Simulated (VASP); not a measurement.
# Te (P3_121) in VASP: notebook, part 2 of 2

VASP 6.6.1. Earlier steps stand in the parts before.

### Step 4. Single point, PBE

Input file INCAR:

```
PREC = Accurate
ENCUT = 520
EDIFF = 1E-6
ISMEAR = -1
SIGMA = 0.02
LREAL = False
LASPH = True
NELM = 60
ALGO = Normal
ISIF = 2
LWAVE = False
LCHARG = True
GGA = PE
LELF = True
LVHAR = True
NBANDS = 16
```

Input file KPOINTS:

```
Automatic mesh
0
Gamma
  6 6 4
```

Input file POSCAR:

```
Te
1.0
    4.4710056865      0.0000000000      0.0000000000
   -2.2355028432      3.8720045050      0.0000000000
    0.0000000000      0.0000000000      5.9489928227
Te
3
Direct
    0.2641987639      0.0000000000      0.3333333333
    0.0000000000      0.2641987639      0.6666666667
    0.7358012361      0.7358012361      0.0000000000
```

Started as:

```console
$ cat potpaw_PBE.64/Te/POTCAR > POTCAR
$ mpirun -np 1 vasp_std > vasp.out
```

It took 24 s on 1 thread of Intel Xeon Platinum 8488C (Sapphire Rapids), shared host; peak memory 0.23 GiB.

Results (log left out):

* Free energy: -9.4111 eV
* Pressure: 1.4 GPa
* Largest force: 0.229 eV/Å
* Band gap on the k mesh: 0.16 eV

Forces on the atoms (eV/Å):
```
Te   0.229  0.000  0.000
Te  -0.114  0.198  0.000
Te  -0.114 -0.198  0.000
```

Stress tensor (GPa, compression positive):
```
1.33 0.00 0.00
0.00 1.33 0.00
0.00 0.00 1.59
```

Levels at points of the mesh, in eV from the valence-band top:
```tsv
k point	band 5	band 6	band 7	band 8	band 9	band 10	band 11	band 12	band 13	band 14
(0.00, 0.00, 0.00)	-2.76	-2.76	-1.62	-1.62	-0.73	1.03	1.03	1.66	4.98	4.98
(0.50, 0.00, 0.00)	-4.36	-3.48	-3.42	-1.07	-0.82	0.93	1.03	3.07	3.72	7.30
(0.00, 0.00, 0.50)	-2.62	-2.62	-1.30	-1.02	-1.02	0.55	0.60	0.60	4.06	5.34
(0.50, 0.00, 0.50)	-3.66	-3.60	-2.35	-2.02	-0.20	0.78	1.94	2.56	4.58	5.34
```

Caveat: semilocal functionals underestimate gaps, and a narrow one can read as zero; spin-orbit coupling is left out, which moves the levels of the heavy elements.
